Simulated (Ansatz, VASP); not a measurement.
## Two plane-wave programs on Be4InCu

Contents of INCAR:

```
ALGO = Normal ; EDIFF = 1E-6
ENCUT = 520 ; GGA = PE
ISIF = 2 ; ISMEAR = 1
LASPH = T ; LCHARG = F
LREAL = F ; LWAVE = F
NBANDS = 25 ; NELM = 80
PREC = Accurate ; SIGMA = 0.15
```

KPOINTS

```
k-points
0
Gamma
  6 6 6
```

File POSCAR:

```
Be4InCu
1.0
    0.0000000000      3.2699251608      3.2699251608
    3.2699251608      0.0000000000      3.2699251608
    3.2699251608      3.2699251608      0.0000000000
Be In Cu
4 1 1
Direct
    0.3763000000      0.3763000000      0.3763000000
    0.8711000000      0.3763000000      0.3763000000
    0.3763000000      0.3763000000      0.8711000000
    0.3763000000      0.8711000000      0.3763000000
    0.0000000000      0.0000000000      0.0000000000
    0.7500000000      0.7500000000      0.7500000000
```

Input for Ansatz:

```yaml
crystal:
  lattice:
    - [0.0, 3.269925160763443, 3.269925160763443]
    - [3.269925160763443, 0.0, 3.269925160763443]
    - [3.269925160763443, 3.269925160763443, 0.0]
  atoms:
    - { symbol: Be, position: [0.3763, 0.3763, 0.3763] }
    - { symbol: Be, position: [0.8711, 0.3763, 0.3763] }
    - { symbol: Be, position: [0.3763, 0.3763, 0.8711] }
    - { symbol: Be, position: [0.3763, 0.8711, 0.3763] }
    - { symbol: In, position: [0.0, 0.0, 0.0] }
    - { symbol: Cu, position: [0.75, 0.75, 0.75] }
basis:
  ecutwfc: 462.593566181796
kpoints:
  mp_grid:
    grid: [6, 6, 6]
hamiltonian:
  xc: pbe
scf:
  occupations:
    method: cold
    width: 0.15
output:
  stress: true
```

Alike in both runs: task single point; functional PBE; k mesh 6 × 6 × 6; no spin polarisation.

```csv
,VASP,Ansatz
version,VASP 6.6.1,Ansatz 0.2.0
potentials or method,"VASP PAW PBE potentials, release 64 (Be, In_d, Cu), cutoff 520 eV","plane waves, PAW"
occupations,"methfessel-paxton of order 1, width 0.15 eV","cold, width 0.15 eV"
valence electrons in the cell,32,40
```

VASP gave:

* pressure (GPa): -6.4

Q: Estimate Ansatz's values.

A: Pressure (GPa): -6.6.

VASP's potentials hold 32 valence electrons a cell and Ansatz's 40, so a difference there can come from the potentials and not from the codes.
